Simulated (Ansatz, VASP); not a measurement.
# One calculation of ZnS, two programs

```
Zn S
1.0
     3.88722    0.00000    0.00000
    -1.94361    3.36643    0.00000
     0.00000    0.00000    6.23400
Zn S
2 2
Direct
  0.33333 0.66667 0.00000
  0.66667 0.33333 0.50000
  0.33333 0.66667 0.38500
  0.66667 0.33333 0.88500
```

Change from the starting cell: equal xx and yy strain of +2 %, crystal datasets.

Alike in both runs: task electric field gradients; functional PBEsol; k mesh 8 × 8 × 5; occupations fermi-dirac, width 0.03 eV; no spin polarisation.

|  | VASP | Ansatz |
| --- | --- | --- |
| version | VASP 6.6.1 | Ansatz 0.2.0 |
| potentials or method | VASP PAW PBE potentials, release 64 (Zn, S), cutoff 520 eV | all-electron PAW with datasets made for the crystal, scalar-relativistic |

|  | VASP | Ansatz | Ansatz less VASP |
| --- | --- | --- | --- |
| gap on the k mesh at the Fermi level (eV) | 1.90 | 1.90 | 0.000 |
| pressure (GPa) | -3.9 | -4.0 | -0.15 |
| traceless stress, the component that is largest in VASP (GPa) | 0.57 | 0.57 | -0.001 |
| rms of the force components (eV/Å) | 0.111 | 0.111 | -0.0004 |
| size of Vzz on the site where it differs most (V/Å²) | 10.1 | 9.5 | -0.63 |

VASP's potentials were made for PBE, not for PBEsol. Atom by atom the forces differ by 0.000 eV/Å (rms over components). Ansatz ran all-electron here, and VASP with PAW potentials.
